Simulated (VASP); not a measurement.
Write the native input for VASP 6.6.1 that does the following.

- Task: single point
- Functional: r2SCAN
- Potentials or basis: VASP PAW PBE potentials, release 64 (Sn_d)
- Cutoff: 520 eV
- k mesh: 10 × 10 × 10
- Occupations: fermi-dirac, width 0.1 eV
- Spin: no spin polarisation
- Dipole correction: no
- Further INCAR settings: ALGO = Normal; EDIFF = 1e-07; NBANDS = 21

The system is Sn.

```xyz
2
Lattice="-2.9196 2.9196 1.5938 2.9196 -2.9196 1.5938 2.9196 2.9196 -1.5938" Properties=species:S:1:pos:R:3 pbc="T T T"
Sn    0.0000    0.0000    0.0000
Sn    0.0000    2.9196    0.7969
```

The input as run:

POSCAR

```
Sn
1.0
   -2.9196400000      2.9196400000      1.5938000000
    2.9196400000     -2.9196400000      1.5938000000
    2.9196400000      2.9196400000     -1.5938000000
Sn
2
Direct
    0.0000000000      0.0000000000      0.0000000000
    0.7500000000      0.2500000000      0.5000000000
```

INCAR.step1

```
PREC = Accurate ; ENCUT = 520
ISMEAR = -1 ; SIGMA = 0.1
LREAL = F ; LASPH = T
NELM = 100 ; NBANDS = 21
GGA = PE ; ALGO = Normal
EDIFF = 1E-4 ; LWAVE = T
LCHARG = F
```

INCAR.step2

```
PREC = Accurate ; ENCUT = 520
EDIFF = 1E-7 ; ISMEAR = -1
SIGMA = 0.1 ; LREAL = F
LASPH = T ; NELM = 100
ALGO = Normal ; ISIF = 2
LWAVE = F ; LCHARG = F
METAGGA = R2SCAN ; LMIXTAU = T
NBANDS = 21 ; ISTART = 1
```

KPOINTS

```
regular mesh
0
Gamma
  10 10 10
```

Potentials or basis: VASP PAW PBE potentials, release 64 (Sn_d).

Launch:

```sh
$ cat potpaw_PBE.64/Sn_d/POTCAR > POTCAR
$ cp INCAR.step1 INCAR
$ mpirun -np 1 vasp_std > vasp.out
$ cp INCAR.step2 INCAR
$ mpirun -np 1 vasp_std > vasp.out
```

Results of the run:

```
Pressure               : 0.9 GPa
Band gap on the k mesh : zero (bands 14 and 15 overlap by 4.11 eV)
```

Caveat: the PAW data sets were made with another functional, which shifts forces and pressure a little; spin-orbit coupling is left out, which moves the levels of the heavy elements.

Run time: 10 min on 1 thread of AMD EPYC 7R13 Processor (Zen 3), with other jobs on the host, peak memory 0.24 GiB.
